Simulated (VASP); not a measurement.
# AlN (m.b) (F-43m) in VASP: single point with PBE

Aim: the single point of AlN (m.b) with PBE.

All numbers are computed with VASP 6.6.1; they aren't measurements. Logs are shortened: lines on timing, memory, paths and dates and some standing lists are left out, and cuts for length are marked.

## 1. The cell of the first run

The structure is cubic, space group F-43m (No. 216). Conventional cell: a = 4.403 Å, b = 4.403 Å, c = 4.403 Å, α = 90.00°, β = 90.00°, γ = 90.00°. Al (site symmetry -43m) has 4 N at 1.91 Å within 2.5 Å. Within 2.5 Å of N (site symmetry -43m) lie 4 Al at 1.91 Å.

## 2. Single point, PBE

Input file INCAR:

```
SYSTEM = AlN
PREC = Accurate ; ENCUT = 600
EDIFF = 1E-6 ; ISMEAR = 0
SIGMA = 0.02 ; LREAL = .False.
LASPH = .True. ; NELM = 120
ALGO = Normal ; ISIF = 2
LWAVE = .False. ; LCHARG = .False.
GGA = PE ; NBANDS = 11
GGA_COMPAT = .False.
```

Input file KPOINTS:

```
regular mesh
0
Gamma
  10 10 10
  0 0 0
```

Input file POSCAR:

```
AlN
1.0
    0.0000000000      2.2012621114      2.2012621114
    2.2012621114      0.0000000000      2.2012621114
    2.2012621114      2.2012621114      0.0000000000
Al N
1 1
Direct
    0.0000000000      0.0000000000      0.0000000000
    0.2500000000      0.2500000000      0.2500000000
```

Potentials or basis: VASP PAW PBE potentials, release 64 (Al, N).

Started as:

```sh
> cat potpaw_PBE.64/Al/POTCAR potpaw_PBE.64/N/POTCAR > POTCAR
> mpirun -np 1 vasp_std > vasp.out
```

OUTCAR:

```text
SYSTEM = AlN
   PREC = Accurate
   ENCUT = 600
   EDIFF = 1E-6
   ISMEAR = 0
   LREAL = .False.
   LASPH = .True.
   NELM = 120
   ISIF = 2
   GGA = PE

 ion  position               nearest neighbor table
   1  0.000  0.000  0.000-   2 1.91   2 1.91   2 1.91   2 1.91
   2  0.250  0.250  0.250-   1 1.91   1 1.91   1 1.91   1 1.91

  LATTYP: Found a face centered cubic cell.
 ALAT       =     4.4025242228

  Lattice vectors:

 A1 = (   0.0000000000,   2.2012621114,   2.2012621114)
 A2 = (   2.2012621114,   0.0000000000,   2.2012621114)
 A3 = (   2.2012621114,   2.2012621114,   0.0000000000)

Analysis of symmetry for initial positions (statically):
=====================================================================
 Subroutine PRICEL returns:
 Original cell was already a primitive cell.

 Routine SETGRP: Setting up the symmetry group for a
 face centered cubic supercell.

 Subroutine GETGRP returns: Found 24 space group operations
 (whereof 24 operations were pure point group operations)
 out of a pool of 48 trial point group operations.

The static configuration has the point symmetry T_d .

Analysis of symmetry for dynamics (positions and initial velocities):
=====================================================================
 Subroutine PRICEL returns:
 Original cell was already a primitive cell.

 Routine SETGRP: Setting up the symmetry group for a
 face centered cubic supercell.

 Subroutine GETGRP returns: Found 24 space group operations
 (whereof 24 operations were pure point group operations)
 out of a pool of 48 trial point group operations.

The dynamic configuration has the point symmetry T_d .

 Subroutine INISYM returns: Found 24 space group operations
 (whereof 24 operations are pure point group operations),
 and found     1 'primitive' translations

----------------------------------------------------------------------------------------

                                     Primitive cell

  volume of cell :      21.3327

  direct lattice vectors                    reciprocal lattice vectors
     0.000000000  2.201262111  2.201262111    -0.227142419  0.227142419  0.227142419
     2.201262111  0.000000000  2.201262111     0.227142419 -0.227142419  0.227142419
     2.201262111  2.201262111  0.000000000     0.227142419  0.227142419 -0.227142419

  length of vectors
     3.113054732  3.113054732  3.113054732     0.393422210  0.393422210  0.393422210

  position of ions in fractional coordinates (direct lattice)
     0.000000000  0.000000000  0.000000000
     0.250000000  0.250000000  0.250000000

  ion indices of the primitive-cell ions
[... 85 lines left out ...]
   PSTRESS=    0.0 pullay stress
   NELECT =       8.0000    total number of electrons
   NUPDOWN=      -1.0000    fix difference up-down
   EMIN   =  10.00;   EMAX   =-10.00  energy-range for DOS
   EFERMI =   0.00;   METHOD = LEGACY
   ISMEAR =     0;   SIGMA  =   0.02  broadening in eV -4-tet -1-fermi 0-gaus
   EFERMI_NEDOS =   21; number of points for ismear=-14 and -15
   IALGO  =     38    algorithm
   IMIX   =      4    mixing-type and parameters
     AMIX     =   0.40;   BMIX     =  1.00
     AMIX_MAG =   1.60;   BMIX_MAG =  1.00
  volume/ion in A,a.u.               =      10.67        71.98
  Fermi-wavevector in a.u.,A,eV,Ry     =   1.180565  2.230944 18.962884  1.393733
  Thomas-Fermi vector in A             =   2.316855
   LORBIT       =      0    0 simple, 1 ext, 2 COOP (PROOUT), +10 PAW based schemes
   GGA     = PE    functional components
   LHFCALC =     F    Hartree Fock is set to
   AEXX    =    0.0000 exact exchange contribution
   IVDW    =     0    specifies the selected vdW correction
   LEPSILON=     F    determine dielectric tensor
   LRPA    =     F    only Hartree local field effects (RPA)
 non-spin polarized calculation
 Gauss-broadening in eV      SIGMA  =   0.02
  energy-cutoff  :      600.00
  volume of cell :       21.33
 maximum number of plane-waves:       728
 NGX is ok and might be reduce to    28
   NGX = 13   NGY = 13   NGZ = 13

 number of electron       8.0000000 magnetization

 Free energy of the ion-electron system (eV)
  ---------------------------------------------------
  ext. energy  EPLUGINS =         0.00000000
  ---------------------------------------------------
  free energy    TOTEN  =       -14.84893362 eV

  energy without entropy =      -14.84893362  energy(sigma->0) =      -14.84893362

 E-fermi :   5.9343     XC(G=0): -10.8312

 val. band max:        5.7490325064   @ k =   0.0000   0.0000   0.0000
 cond. band min:       9.0543791208   @ k =   0.5000   0.5000   0.0000
 fundamental gap:      3.3053466144
 Fermi energy:         5.9342889623

 k-point     1 :       0.0000    0.0000    0.0000
  band No.  band energies     occupation
      1      -9.0968      2.00000
      2       5.7490      2.00000
      3       5.7490      2.00000
      4       5.7490      2.00000
      5       9.7374      0.00000
      6      18.0771      0.00000
      7      18.0771      0.00000
      8      18.0771      0.00000
      9      23.2490      0.00000
     10      23.2490      0.00000
     11      24.6053      0.00000
[... 309 lines left out ...]
 k-point    24 :       0.4000    0.3000    0.0000
  band No.  band energies     occupation
      1      -7.1536      2.00000
      2       1.6480      2.00000
      3       4.0727      2.00000
      4       4.3658      2.00000
      5      10.6120      0.00000
      6      15.1241      0.00000
      7      17.7243      0.00000
      8      20.0788      0.00000
      9      20.5706      0.00000
     10      26.7917      0.00000
     11      28.9054      0.00000

 [... further k-points ...]

------------------------ aborting loop because EDIFF is reached ----------------------------------------

  FORCE on cell =-STRESS in cart. coord.  units (eV):
  Direction    XX          YY          ZZ          XY          YZ          ZX
  --------------------------------------------------------------------------------------
  -------------------------------------------------------------------------------------
  Total       -0.0431129     -0.0431129     -0.0431129      0.0000000      0.0000000     -0.0000000
  in kB       -3.2379661     -3.2379661     -3.2379661      0.0000000      0.0000000     -0.0000000
  external PRESSURE =      -3.2379661 kB  Pullay stress =       0.0000000 kB

 VOLUME and BASIS-vectors are now :
 -----------------------------------------------------------------------------
  energy-cutoff  :      600.00
  volume of cell :       21.33
      direct lattice vectors                 reciprocal lattice vectors
     0.000000000  2.201262111  2.201262111    -0.227142419  0.227142419  0.227142419
     2.201262111  0.000000000  2.201262111     0.227142419 -0.227142419  0.227142419
     2.201262111  2.201262111  0.000000000     0.227142419  0.227142419 -0.227142419

 POSITION                                       TOTAL-FORCE (eV/Angst)
 -----------------------------------------------------------------------------------
      0.00000      0.00000      0.00000         0.000000      0.000000      0.000000
      1.10063      1.10063      1.10063        -0.000000     -0.000000     -0.000000
 -----------------------------------------------------------------------------------
    total drift:                                0.000000      0.000000      0.000000

  FREE ENERGIE OF THE ION-ELECTRON SYSTEM (eV)
  ---------------------------------------------------
  free  energy   TOTEN  =       -14.8489336157 eV

  energy  without entropy=      -14.8489336157  energy(sigma->0) =      -14.84893362
```

stdout:

```text
POSCAR found type information on POSCAR AlN
 POSCAR found :  2 types and       2 ions
 scaLAPACK will be used
 LDA part: xc-table for (Slater+PW92), standard interpolation
 POSCAR, INCAR and KPOINTS ok, starting setup
 FFT: planning ... GRIDC
 FFT: planning ... GRID_SOFT
 FFT: planning ... GRID
 WAVECAR not read
 entering main loop
```

Run time: 14 s. Hardware: 1 thread of Intel Xeon Platinum 8488C (Sapphire Rapids), shared host; peak memory 0.15 GiB.

What came out:

```
Free energy            : -14.8489 eV
Pressure               : -0.3 GPa
Band gap on the k mesh : 3.31 eV, indirect (least direct gap 3.99 eV)
```
